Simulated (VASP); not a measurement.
# Cd4SeS3 (P3m1) in VASP: further runs, part 2 of 2

VASP 6.6.1. The steps go on from the part before.

## 3. Relaxation of cell and atoms, PBE

This run uses another cell than the first one, of 26.94 Å³/atom.

Input file INCAR:

```
ALGO = Normal ; EDIFF = 1E-7
EDIFFG = -0.01 ; ENCUT = 600
GGA = PE ; IBRION = 2
ISIF = 3 ; ISMEAR = 0
LASPH = T ; LCHARG = F
LREAL = F ; LWAVE = F
NELM = 80 ; NSW = 100
PREC = Accurate ; SIGMA = 0.02
```

Input file KPOINTS:

```
k-points
0
Gamma
  6 6 2
```

Input file POSCAR:

```
Cd4SeS3
1.0
    4.2413339754      0.0000000000      0.0000000000
   -2.1206669877      3.6731029687      0.0000000000
    0.0000000000      0.0000000000     13.8334183850
Cd Se S
4 1 3
Direct
    0.3333333333      0.6666666667      0.0048685968
    0.3333333333      0.6666666667      0.4943536227
    0.6666666667      0.3333333333      0.2495612007
    0.6666666667      0.3333333333      0.7605015112
    0.3333333333      0.6666666667      0.6883083854
    0.3333333333      0.6666666667      0.1908241534
    0.6666666667      0.3333333333      0.4354987292
    0.6666666667      0.3333333333      0.9460838007
```

Potentials or basis: VASP PAW PBE potentials, release 64 (Cd, Se, S).

Started as:

```console
> cat potpaw_PBE.64/Cd/POTCAR potpaw_PBE.64/Se/POTCAR potpaw_PBE.64/S/POTCAR > POTCAR
> mpirun -np 1 vasp_std > vasp.out
```

OUTCAR:

```text
EDIFF = 1E-7
   EDIFFG = -0.01
   ENCUT = 600
   GGA = PE
   IBRION = 2
   ISIF = 3
   ISMEAR = 0
   LASPH = T
   LREAL = F
   NELM = 80
   NSW = 100
   PREC = Accurate

 ion  position               nearest neighbor table
   1  0.333  0.667  0.005-   6 2.57   8 2.58   8 2.58   8 2.58
   2  0.333  0.667  0.494-   7 2.58   7 2.58   7 2.58   5 2.68
   3  0.667  0.333  0.250-   7 2.57   6 2.58   6 2.58   6 2.58
   4  0.667  0.333  0.761-   8 2.57   5 2.64   5 2.64   5 2.64
   5  0.333  0.667  0.688-   4 2.64   4 2.64   4 2.64   2 2.68
   6  0.333  0.667  0.191-   1 2.57   3 2.58   3 2.58   3 2.58
   7  0.667  0.333  0.435-   3 2.57   2 2.58   2 2.58   2 2.58
   8  0.667  0.333  0.946-   4 2.57   1 2.58   1 2.58   1 2.58

  LATTYP: Found a hexagonal cell.
 ALAT       =     4.2413339754
 C/A-ratio  =     3.2615725301

  Lattice vectors:

 A1 = (   4.2413339754,   0.0000000000,   0.0000000000)
 A2 = (  -2.1206669877,   3.6731029687,   0.0000000000)
 A3 = (   0.0000000000,   0.0000000000,  13.8334183850)

Analysis of symmetry for initial positions (statically):
=====================================================================
 Subroutine PRICEL returns:
 Original cell was already a primitive cell.

 Routine SETGRP: Setting up the symmetry group for a
 hexagonal supercell.

 Subroutine GETGRP returns: Found  6 space group operations
 (whereof  6 operations were pure point group operations)
 out of a pool of 24 trial point group operations.

The static configuration has the point symmetry C_3v.

Analysis of symmetry for dynamics (positions and initial velocities):
=====================================================================
 Subroutine PRICEL returns:
 Original cell was already a primitive cell.

 Routine SETGRP: Setting up the symmetry group for a
 hexagonal supercell.

 Subroutine GETGRP returns: Found  6 space group operations
 (whereof  6 operations were pure point group operations)
 out of a pool of 24 trial point group operations.

The dynamic configuration has the point symmetry C_3v.
[... 109 lines left out ...]
   TEBEG  =    0.0;   TEEND  =   0.0 temperature during run
   PSTRESS=    0.0 pullay stress
   NELECT =      72.0000    total number of electrons
   NUPDOWN=      -1.0000    fix difference up-down
   EMIN   =  10.00;   EMAX   =-10.00  energy-range for DOS
   EFERMI =   0.00;   METHOD = LEGACY
   ISMEAR =     0;   SIGMA  =   0.02  broadening in eV -4-tet -1-fermi 0-gaus
   EFERMI_NEDOS =   21; number of points for ismear=-14 and -15
   IALGO  =     38    algorithm
   IMIX   =      4    mixing-type and parameters
     AMIX     =   0.40;   BMIX     =  1.00
     AMIX_MAG =   1.60;   BMIX_MAG =  1.00
  volume/ion in A,a.u.               =      26.94       181.79
  Fermi-wavevector in a.u.,A,eV,Ry     =   1.135962  2.146658 17.557103  1.290411
  Thomas-Fermi vector in A             =   2.272667
   LORBIT       =      0    0 simple, 1 ext, 2 COOP (PROOUT), +10 PAW based schemes
   GGA     = PE    functional components
   LHFCALC =     F    Hartree Fock is set to
   AEXX    =    0.0000 exact exchange contribution
   IVDW    =     0    specifies the selected vdW correction
   LEPSILON=     F    determine dielectric tensor
   LRPA    =     F    only Hartree local field effects (RPA)
 conjugate gradient relaxation of ions
 non-spin polarized calculation
 Gauss-broadening in eV      SIGMA  =   0.02
  energy-cutoff  :      600.00
  volume of cell :      215.51
 maximum number of plane-waves:      7285
 NGX is ok and might be reduce to    36
   NGX = 17   NGY = 17   NGZ = 55

--------------------------------------- Ionic step        1  -------------------------------------------

 number of electron      72.0000003 magnetization

 Free energy of the ion-electron system (eV)
  ---------------------------------------------------
  ext. energy  EPLUGINS =         0.00000000
  ---------------------------------------------------
  free energy    TOTEN  =       -23.89536933 eV

  energy without entropy =      -23.89536933  energy(sigma->0) =      -23.89536933

------------------------ aborting loop because EDIFF is reached ----------------------------------------

  FORCE on cell =-STRESS in cart. coord.  units (eV):
  Direction    XX          YY          ZZ          XY          YZ          ZX
  --------------------------------------------------------------------------------------
  -------------------------------------------------------------------------------------
  Total        0.3036546      0.3036546      0.3183637     -0.0000000      0.0000000      0.0000000
  in kB        2.2574874      2.2574874      2.3668405     -0.0000000      0.0000000      0.0000000
  external PRESSURE =       2.2939385 kB  Pullay stress =       0.0000000 kB
[... 71 lines left out ...]
--------------------------------------- Ionic step        3  -------------------------------------------

 number of electron      72.0000001 magnetization

 Free energy of the ion-electron system (eV)
  ---------------------------------------------------
  ext. energy  EPLUGINS =         0.00000000
  ---------------------------------------------------
  free energy    TOTEN  =       -23.89605816 eV

  energy without entropy =      -23.89605816  energy(sigma->0) =      -23.89605816

 E-fermi :   1.1120     XC(G=0):  -8.8248

 val. band max:        0.9803123531   @ k =   0.0000   0.0000   0.0000
 cond. band min:       1.7092971063   @ k =   0.0000   0.0000   0.0000
 fundamental gap:      0.7289847532
 Fermi energy:         1.1119964939

 k-point     1 :       0.0000    0.0000    0.0000
  band No.  band energies     occupation
      1     -11.3442      2.00000
      2     -11.1614      2.00000
      3     -11.1489      2.00000
      4     -10.9701      2.00000
      5      -6.8422      2.00000
      6      -6.8422      2.00000
[... 668 lines left out ...]
  FREE ENERGIE OF THE ION-ELECTRON SYSTEM (eV)
  ---------------------------------------------------
  free  energy   TOTEN  =       -23.8960581562 eV

  energy  without entropy=      -23.8960581562  energy(sigma->0) =      -23.89605816

 reached required accuracy - stopping structural energy minimisation
```

It took 5.7 min on 1 thread of Oxide Virtual Turin-like, shared host; peak memory 0.45 GiB.

What came out:

| Item | Value |
| --- | --- |
| Free energy | -23.8961 eV |
| Relaxed volume | 27.06 Å³/atom |
| Relaxed cell | a = 4.248 Å, b = 4.248 Å, c = 13.855 Å, α = 90.00°, β = 90.00°, γ = 120.00° |
| Space group after relaxing (to 0.1 Å) | P3m1 (No. 156) |
| Energy gained by relaxing | 0.1 meV/atom |
| Ionic steps | 3 |
| Pressure after relaxing | 0.0 GPa |
| Largest force after relaxing | 0.009 eV/Å |
| Band gap on the k mesh | 0.73 eV |

Forces on the atoms (eV/Å):
```
Cd   0.000  0.000 -0.002
Cd   0.000  0.000 -0.006
Cd   0.000  0.000 -0.001
Cd   0.000  0.000 -0.005
Se   0.000  0.000  0.009
S    0.000  0.000  0.001
S    0.000  0.000  0.006
S    0.000  0.000 -0.002
```

The path:
```csv
step,energy change (eV),largest force (eV/Å),pressure (GPa),volume (Å³)
1,0.0000,0.0123,0.23,215.51
2,-0.0006,0.0096,-0.06,216.71
3,-0.0007,0.0091,0.00,216.47
```

Final structure:
```cif
data_structure
_symmetry_space_group_name_H-M 'P 1'
_symmetry_Int_Tables_number 1
_cell_length_a 4.2475
_cell_length_b 4.2475
_cell_length_c 13.8545
_cell_angle_alpha 90.000
_cell_angle_beta 90.000
_cell_angle_gamma 120.000
_cell_volume 216.47
loop_
_atom_site_label
_atom_site_type_symbol
_atom_site_fract_x
_atom_site_fract_y
_atom_site_fract_z
_atom_site_occupancy
Cd1 Cd 0.33333 0.66667 0.00486 1
Cd2 Cd 0.33333 0.66667 0.49433 1
Cd3 Cd 0.66667 0.33333 0.24955 1
Cd4 Cd 0.66667 0.33333 0.76050 1
Se1 Se 0.33333 0.66667 0.68833 1
S1 S 0.33333 0.66667 0.19083 1
S2 S 0.66667 0.33333 0.43553 1
S3 S 0.66667 0.33333 0.94608 1
```

Caveat: semilocal functionals underestimate gaps, and a narrow one can read as zero.
